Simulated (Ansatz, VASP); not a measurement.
MoS2 in VASP and in Ansatz

```
Mo S
1.0
     3.13960    0.00000    0.00000
    -1.56980    2.71897    0.00000
     0.00000    0.00000   11.68024
Mo S
2 4
Direct
  0.33333 0.66667 0.25000
  0.66667 0.33333 0.75000
  0.33333 0.66667 0.62599
  0.66667 0.33333 0.12599
  0.33333 0.66667 0.87401
  0.66667 0.33333 0.37401
```

Alike in both runs: task single point; functional PBEsol; k mesh 12 × 12 × 4; no spin polarisation.

|  | VASP | Ansatz |
| --- | --- | --- |
| version | VASP 6.6.1 | Ansatz 0.2.0 |
| potentials or method | VASP PAW PBE potentials, release 64 (Mo_sv, S), cutoff 520 eV | scalar-relativistic, plane waves, PAW |
| occupations | methfessel-paxton of order 1, width 0.2 eV | cold, width 0.2 eV |
| valence electrons in the cell | 52 | 52 |

VASP gave:

| Item | Value |
| --- | --- |
| pressure (GPa) | 14.4 |
| traceless stress, the component that is largest in VASP (GPa) | 9.99 |
| rms of the force components (eV/Å) | 1.137 |

Task: Which values does Ansatz return?

Result: Pressure (GPa): 14.4; traceless stress, the component that is largest in VASP (GPa): 10.02; rms of the force components (eV/Å): 1.141.

VASP's potentials were made for PBE, not for PBEsol. Atom by atom the forces differ by 0.004 eV/Å (rms over components).
